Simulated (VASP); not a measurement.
Input of a VASP 6.6.1 run:

File INCAR:

```
SYSTEM = Na3SbF6
ALGO = Normal ; EDIFF = 1E-6
ENCUT = 1130 ; GGA = PE
GGA_COMPAT = .False. ; ISIF = 2
ISMEAR = 0 ; LASPH = .True.
LCHARG = .False. ; LREAL = .False.
LWAVE = .False. ; NBANDS = 53
NELM = 120 ; PREC = Accurate
SIGMA = 0.02
```

Contents of KPOINTS:

```
k-points
0
Gamma
  6 6 6
  0 0 0
```

The input POSCAR:

```
Na3SbF6
1.0
    0.0000000000      4.4107157506      4.4107157506
    4.4107157506      0.0000000000      4.4107157506
    4.4107157506      4.4107157506      0.0000000000
Na Sb F
3 1 6
Direct
    0.7500000000      0.7500000000      0.7500000000
    0.2500000000      0.2500000000      0.2500000000
    0.5000000000      0.5000000000      0.5000000000
    0.0000000000      0.0000000000      0.0000000000
    0.7522164618      0.2477835382      0.2477835382
    0.2477835382      0.2477835382      0.7522164618
    0.2477835382      0.7522164618      0.7522164618
    0.2477835382      0.7522164618      0.2477835382
    0.7522164618      0.2477835382      0.7522164618
    0.7522164618      0.7522164618      0.2477835382
```

Potentials or basis: VASP PAW PBE potentials, release 64 (Na_sv, Sb_d_GW, F).

Command:

```bash
$ cat potpaw_PBE.64/Na_sv/POTCAR potpaw_PBE.64/Sb_d_GW/POTCAR potpaw_PBE.64/F/POTCAR > POTCAR
$ mpirun -np 1 vasp_std > vasp.out
```

(1) Estimate the band gap on the k mesh.

(2) What does it give for the pressure?

(3) Estimate the largest force.

Results:

(1) 3.35 eV (least direct gap 3.58 eV).

(2) -0.1 GPa.

(3) 0.008 eV/Å.

Caveat: spin-orbit coupling is left out, which moves the levels of the heavy elements.
